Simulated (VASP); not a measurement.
# InAs in VASP: single point with PBEsol

Aim: the single point of InAs with PBEsol.

Program: VASP 6.6.1. These are calculated values, not measurements. Logs are shortened: lines on timing, memory, paths and dates and some standing lists are left out, and cuts for length are marked.

## (1) The cell of the first run

The cell holds a slab with vacuum, 14 atoms: a = 4.305 Å, b = 6.088 Å, c = 27.914 Å, α = 90.00°, β = 90.00°, γ = 90.00°.

## (2) Single point, PBEsol

File INCAR:

```
ALGO     = Normal         # electronic algorithm
DIPOL    = 0.5 0.5 0.500
EDIFF    = 1E-6           # SCF threshold, eV
ENCUT    = 520            # plane-wave cutoff, eV
GGA      = PS             # functional
IDIPOL   = 3            
ISIF     = 2              # what is computed and relaxed
ISMEAR   = 0              # smearing method
KPAR     = 4            
LASPH    = True           # aspherical terms in the spheres
LCHARG   = True           # write CHGCAR
LDIPOL   = True         
LREAL    = False          # projectors in reciprocal space
LVACPOTAV= True         
LVHAR    = True         
LWAVE    = False          # write WAVECAR
NBANDS   = 76             # bands
NELM     = 100            # most SCF steps
PREC     = Accurate       # precision mode
SIGMA    = 0.1            # smearing width, eV
```

File KPOINTS:

```
k-points
0
Gamma
  8 6 1
```

File POSCAR:

```
InAs
1.0
    4.3047103135      0.0000000000      0.0000000000
    0.0000000000      6.0877797074      0.0000000000
    0.0000000000      0.0000000000     27.9141309404
In As
7 7
Direct
    0.5000000000      0.5585382390      0.2865452837
    0.0000000000     -0.0187726595      0.3422371241
    0.5000000000      0.4872494648      0.4238546677
    0.0000000000     -0.0162621296      0.4999999237
    0.5000000000      0.4872477646      0.5761455544
    0.0000000000     -0.0187730957      0.6577621708
    0.5000000000      0.5585370851      0.7134552544
    0.0000000000      0.7676776174      0.2594582044
    0.5000000000      0.2320957227      0.3469235650
    0.0000000000      0.7393028657      0.4218599997
    0.5000000000      0.2340852208      0.5000002100
    0.0000000000      0.7393019025      0.5781396695
    0.5000000000      0.2320950347      0.6530770541
    0.0000000000      0.7676769675      0.7405413184
```

Potentials or basis: VASP PAW PBE potentials, release 64 (In_d, As).

The run is started by

```bash
$ cat potpaw_PBE.64/In_d/POTCAR potpaw_PBE.64/As/POTCAR > POTCAR
$ mpirun -np 4 vasp_std > vasp.out
```

OUTCAR:

```text
EDIFF = 1E-6
   ENCUT = 520
   GGA = PS
   ISIF = 2
   ISMEAR = 0
   LASPH = True
   LREAL = False
   NELM = 100
   PREC = Accurate

 ion  position               nearest neighbor table
   1  0.500  0.559  0.287-   9 2.61   8 2.61   8 2.61   2 3.70   2 3.70   3 3.86
   2  0.000  0.981  0.342-   9 2.64   9 2.64   8 2.65  10 2.67   1 3.70   1 3.70
   3  0.500  0.487  0.424-  11 2.63  10 2.64  10 2.64   9 2.65   1 3.86
   4  0.000  0.984  0.500-  11 2.64  11 2.64  12 2.64  10 2.64
   5  0.500  0.487  0.576-  11 2.63  12 2.64  12 2.64  13 2.65   7 3.86
   6  0.000  0.981  0.658-  13 2.64  13 2.64  14 2.65  12 2.67   7 3.70   7 3.70
   7  0.500  0.559  0.713-  13 2.61  14 2.61  14 2.61   6 3.70   6 3.70   5 3.86
   8  0.000  0.768  0.259-   1 2.61   1 2.61   2 2.65
   9  0.500  0.232  0.347-   1 2.61   2 2.64   2 2.64   3 2.65
  10  0.000  0.739  0.422-   4 2.64   3 2.64   3 2.64   2 2.67
  11  0.500  0.234  0.500-   5 2.63   3 2.63   4 2.64   4 2.64
  12  0.000  0.739  0.578-   4 2.64   5 2.64   5 2.64   6 2.67
  13  0.500  0.232  0.653-   7 2.61   6 2.64   6 2.64   5 2.65
  14  0.000  0.768  0.741-   7 2.61   7 2.61   6 2.65

  LATTYP: Found a simple orthorhombic cell.
 ALAT       =     4.3047103135
 B/A-ratio  =     1.4142135624
 C/A-ratio  =     6.4845550356

  Lattice vectors:

 A1 = (   4.3047103135,   0.0000000000,   0.0000000000)
 A2 = (   0.0000000000,   6.0877797074,   0.0000000000)
 A3 = (   0.0000000000,   0.0000000000,  27.9141309404)

Analysis of symmetry for initial positions (statically):
=====================================================================
 Subroutine PRICEL returns:
 Original cell was already a primitive cell.

 Routine SETGRP: Setting up the symmetry group for a
 simple orthorhombic supercell.

 Subroutine GETGRP returns: Found  4 space group operations
 (whereof  4 operations were pure point group operations)
 out of a pool of  8 trial point group operations.

The static configuration has the point symmetry C_2v.

Analysis of symmetry for dynamics (positions and initial velocities):
=====================================================================
 Subroutine PRICEL returns:
 Original cell was already a primitive cell.

 Routine SETGRP: Setting up the symmetry group for a
 simple orthorhombic supercell.

 Subroutine GETGRP returns: Found  4 space group operations
[... 137 lines left out ...]
   ISMEAR =     0;   SIGMA  =   0.10  broadening in eV -4-tet -1-fermi 0-gaus
   EFERMI_NEDOS =   21; number of points for ismear=-14 and -15
   IALGO  =     38    algorithm
   IMIX   =      4    mixing-type and parameters
     AMIX     =   0.40;   BMIX     =  1.00
     AMIX_MAG =   1.60;   BMIX_MAG =  1.00
  volume/ion in A,a.u.               =      52.25       352.61
  Fermi-wavevector in a.u.,A,eV,Ry     =   0.910869  1.721293 11.288519  0.829683
  Thomas-Fermi vector in A             =   2.035082
   LORBIT       =      0    0 simple, 1 ext, 2 COOP (PROOUT), +10 PAW based schemes
   GGA     = PS    functional components
   LHFCALC =     F    Hartree Fock is set to
   AEXX    =    0.0000 exact exchange contribution
   IVDW    =     0    specifies the selected vdW correction
   LEPSILON=     F    determine dielectric tensor
   LRPA    =     F    only Hartree local field effects (RPA)
 non-spin polarized calculation
 Gauss-broadening in eV      SIGMA  =   0.10
  energy-cutoff  :      520.00
  volume of cell :      731.52
 maximum number of plane-waves:     19786
   NGX = 17   NGY = 23   NGZ =103

 number of electron     126.0000016 magnetization

 dipolmoment           0.000000      0.000000     -0.000000 electrons x Angstroem

 Free energy of the ion-electron system (eV)
  ---------------------------------------------------
  ext. energy  EPLUGINS =         0.00000000
  ---------------------------------------------------
  free energy    TOTEN  =       -57.64141106 eV

  energy without entropy =      -57.64139850  energy(sigma->0) =      -57.64140478

 E-fermi :   0.2435     XC(G=0):  -5.4148

 val. band max:        0.0147374416   @ k =   0.0000   0.0000   0.0000
 cond. band min:       0.4722119190   @ k =   0.0000   0.0000   0.0000
 fundamental gap:      0.4574744774
 Fermi energy:         0.2434755131

 k-point     1 :       0.0000    0.0000    0.0000
  band No.  band energies     occupation
      1     -14.4753      2.00000
      2     -14.4749      2.00000
      3     -14.4216      2.00000
      4     -14.4093      2.00000
      5     -14.3840      2.00000
      6     -14.3428      2.00000
[... 1549 lines left out ...]
     74       4.1488      0.00000
     75       4.2914      0.00000
 [bands above 75 left out]

------------------------ aborting loop because EDIFF is reached ----------------------------------------

  FORCE on cell =-STRESS in cart. coord.  units (eV):
  Direction    XX          YY          ZZ          XY          YZ          ZX
  --------------------------------------------------------------------------------------
  -------------------------------------------------------------------------------------
  Total       -1.9509026     -0.7592624      0.1877274      0.0000000      0.0000000      0.0000000
  in kB       -4.2728653     -1.6629358      0.4111604      0.0000000      0.0000000      0.0000000
  external PRESSURE =      -1.8415469 kB  Pullay stress =       0.0000000 kB

 VOLUME and BASIS-vectors are now :
 -----------------------------------------------------------------------------
  energy-cutoff  :      520.00
  volume of cell :      731.52
      direct lattice vectors                 reciprocal lattice vectors
     4.304710314  0.000000000  0.000000000     0.232303669  0.000000000  0.000000000
     0.000000000  6.087779707  0.000000000     0.000000000  0.164263500  0.000000000
     0.000000000  0.000000000 27.914130940     0.000000000  0.000000000  0.035824150

 POSITION                                       TOTAL-FORCE (eV/Angst)
 -----------------------------------------------------------------------------------
      2.15236      3.40026      7.99866         0.000000     -0.010968      0.001579
      0.00000      5.97350      9.55325        -0.000000      0.002762     -0.001398
      2.15236      2.96627     11.83153        -0.000000     -0.002387      0.002951
      0.00000      5.98878     13.95706        -0.000000      0.002733      0.000000
      2.15236      2.96626     16.08260        -0.000000     -0.002387     -0.002951
      0.00000      5.97349     18.36086        -0.000000      0.002762      0.001398
      2.15236      3.40025     19.91548         0.000000     -0.010968     -0.001579
      0.00000      4.67345      7.24255        -0.000000      0.011078     -0.020308
      2.15236      1.41295      9.68407        -0.000000     -0.002808     -0.003077
      0.00000      4.50071     11.77586        -0.000000      0.000576      0.001873
      2.15236      1.42506     13.95707        -0.000000      0.000760      0.000000
      0.00000      4.50071     16.13827        -0.000000      0.000576     -0.001873
      2.15236      1.41294     18.23008        -0.000000     -0.002808      0.003077
      0.00000      4.67345     20.67157        -0.000000      0.011078      0.020308
 -----------------------------------------------------------------------------------
    total drift:                                0.000000     -0.000202     -0.001981

  FREE ENERGIE OF THE ION-ELECTRON SYSTEM (eV)
  ---------------------------------------------------
  free  energy   TOTEN  =       -57.6414110585 eV

  energy  without entropy=      -57.6413984988  energy(sigma->0) =      -57.64140478

 vacuum level on the upper side and lower side of the slab         4.873         4.873
```

stdout:

```text
POSCAR found type information on POSCAR InAs
 POSCAR found :  2 types and      14 ions
 scaLAPACK will be used
 -----------------------------------------------------------------------------
[... 23 lines left out ...]
|     Did not find any points to average over, which means that no vacuum     |
|     field-free region was found. Please increase the size of  your cell     |
|     in the dimension of the dipole correction to obtain accurate            |
|     workfunction values.                                                    |
|                                                                             |
 -----------------------------------------------------------------------------
```

Run time: 12 min. Hardware: 4 MPI ranks of Intel Xeon Platinum 8259CL at 2.50GHz (Skylake/Cascade Lake), shared host; peak memory 1.2 GiB.

Results:

| Property | Result |
| --- | --- |
| Free energy | -57.6414 eV |
| Largest force | 0.023 eV/Å |
| Band gap on the k mesh | 0.46 eV |

Forces on the atoms (eV/Å):
```
In   0.000 -0.011  0.002
In   0.000  0.003 -0.001
In   0.000 -0.002  0.003
In   0.000  0.003  0.000
In   0.000 -0.002 -0.003
In   0.000  0.003  0.001
In   0.000 -0.011 -0.002
As   0.000  0.011 -0.020
As   0.000 -0.003 -0.003
As   0.000  0.001  0.002
As   0.000  0.001  0.000
As   0.000  0.001 -0.002
As   0.000 -0.003  0.003
As   0.000  0.011  0.020
```

Caveat: semilocal functionals underestimate gaps, and a narrow one can read as zero; the PAW data sets were made with another functional, which shifts forces and pressure a little; spin-orbit coupling is left out, which moves the levels of the heavy elements.
